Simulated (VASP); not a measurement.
Here is a VASP 6.6.1 calculation.

Contents of POSCAR:

```
MgS
1.0
    0.0000000000      2.6015177399      2.6015177399
    2.6015177399      0.0000000000      2.6015177399
    2.6015177399      2.6015177399      0.0000000000
Mg S
1 1
Direct
    0.0000000000      0.0000000000      0.0000000000
    0.5000000000      0.5000000000      0.5000000000
```

INCAR.step1

```
SYSTEM = MgS
  ALGO = Normal
  EDIFF = 1E-5
  ENCUT = 520
  GGA = PE
  ISIF = 2
  ISMEAR = 1
  LASPH = .True.
  LCHARG = .False.
  LREAL = .False.
  LWAVE = .True.
  NBANDS = 11
  NELM = 80
  PREC = Accurate
  SIGMA = 0.2
```

INCAR.step2

```
SYSTEM = MgS
  ALGO = Normal
  EDIFF = 1E-6
  ENCUT = 520
  GGA = PE
  HFSCREEN = 0.2079
  ISIF = 2
  ISMEAR = 1
  ISTART = 1
  LASPH = .True.
  LCHARG = .False.
  LHFCALC = .True.
  LREAL = .False.
  LWAVE = .False.
  NBANDS = 11
  NELM = 80
  PREC = Accurate
  PRECFOCK = Normal
  SIGMA = 0.2
```

Contents of KPOINTS:

```
k-points
0
Gamma
  4 4 4
  0 0 0
```

Potentials or basis: VASP PAW PBE potentials, release 64 (Mg, S).

Command:

```sh
$ cat potpaw_PBE.64/Mg/POTCAR potpaw_PBE.64/S/POTCAR > POTCAR
$ cp INCAR.step1 INCAR
$ mpirun -np 1 vasp_std > vasp.out
$ cp INCAR.step2 INCAR
$ mpirun -np 1 vasp_std > vasp.out
```

(1) Predict the band gap on the k mesh.

(2) Estimate the pressure.

Results:

(1) 3.75 eV, indirect (least direct gap 4.81 eV).

(2) -0.4 GPa.

Caveat: the k points lie up to 0.52 Å⁻¹ apart; the PAW data sets were made with another functional, which shifts forces and pressure a little.
